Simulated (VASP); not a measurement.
A run of VASP 6.6.1 is set up as follows.

INCAR

```
SYSTEM = MgS
PREC = Accurate
ENCUT = 520
EDIFF = 1E-6
ISMEAR = 0
SIGMA = 0.01
LREAL = .FALSE.
LASPH = .TRUE.
NELM = 60
ALGO = Normal
ISIF = 2
LWAVE = .FALSE.
LCHARG = .FALSE.
GGA = PE
NBANDS = 11
```

Contents of KPOINTS:

```
regular mesh
0
G
  6 6 6
  0 0 0
```

File POSCAR:

```
MgS
1.0
    3.6792890000      0.0000000000      0.0000000000
    1.8396445000      3.1863577419      0.0000000000
    1.8396445000      1.0621192473      3.0041268887
Mg S
1 1
Direct
    0.0000000000      0.0000000000      0.0000000000
    0.5000000000      0.5000000000      0.5000000000
```

Potentials or basis: VASP PAW PBE potentials, release 64 (Mg, S).

Run with:

```bash
$ cat potpaw_PBE.64/Mg/POTCAR potpaw_PBE.64/S/POTCAR > POTCAR
$ mpirun -np 1 vasp_std > vasp.out
```

**Question.** Estimate the pressure.

**Answer.** 0.9 GPa.

**Question.** Predict the band gap on the k mesh.

**Answer.** 2.77 eV, indirect (least direct gap 3.71 eV).

A k mesh can miss the band edges. A hybrid or GW would open this gap; PBE tends to underestimate it.
